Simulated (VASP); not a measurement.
Set up this calculation in VASP 6.6.1, as the native input.

| Item | Value |
| --- | --- |
| Task | relaxation of the atoms |
| Functional | PBEsol |
| Potentials or basis | VASP PAW PBE potentials, release 64 (Zr_sv, S) |
| Cutoff | 450 eV |
| k mesh | 12 × 12 × 6 |
| Occupations | gaussian, width 0.02 eV |
| Spin | no spin polarisation |
| Dipole correction | no |
| Further INCAR settings | ALGO = Normal; EDIFF = 1e-07; IBRION = 2; EDIFFG = -0.008; NSW = 60 |

The structure of ZrS2 lies in POSCAR:

```
ZrS2
1.0
    3.6273720858      0.0000000000      0.0000000000
   -1.8136860429      3.1413963753      0.0000000000
    0.0000000000      0.0000000000      5.7101583294
Zr S
1 2
Direct
    0.0000000000      0.0000000000      0.0000000000
    0.6666666667      0.3333333333      0.7485058455
    0.3333333333      0.6666666667      0.2514941545
```

This cell differs from its parent crystal: strain along c alone, the other axes held: -3.0 %.

The input as run:

INCAR

```
  PREC = Accurate
  ENCUT = 450
  EDIFF = 1E-7
  ISMEAR = 0
  SIGMA = 0.02
  LREAL = False
  LASPH = True
  NELM = 120
  ALGO = Normal
  ISIF = 2
  LWAVE = False
  LCHARG = False
  GGA = PS
  IBRION = 2
  NSW = 60
  EDIFFG = -0.008
  GGA_COMPAT = False
  NELMIN = 4
```

KPOINTS

```
Automatic mesh
0
Gamma
  12 12 6
```

Potentials or basis: VASP PAW PBE potentials, release 64 (Zr_sv, S).

The run is started by

```sh
$ cat potpaw_PBE.64/Zr_sv/POTCAR potpaw_PBE.64/S/POTCAR > POTCAR
$ mpirun -np 1 vasp_std > vasp.out
```

Results of the run:

```json
{"Energy gained by relaxing": "0.9 meV/atom", "Ionic steps": "3", "Pressure after relaxing": "0.4 GPa", "Band gap on the k mesh": "0.61 eV (least direct gap 1.37 eV)"}
```

Caveat: the cell differs from its parent crystal (strain along c alone, the other axes held: -3.0 %); semilocal functionals underestimate gaps, and a narrow one can read as zero; the PAW data sets were made with another functional, which shifts forces and pressure a little.

It took 4.8 min on 1 thread of Oxide Virtual Turin-like Processor (shared host), peak memory 0.2 GiB.
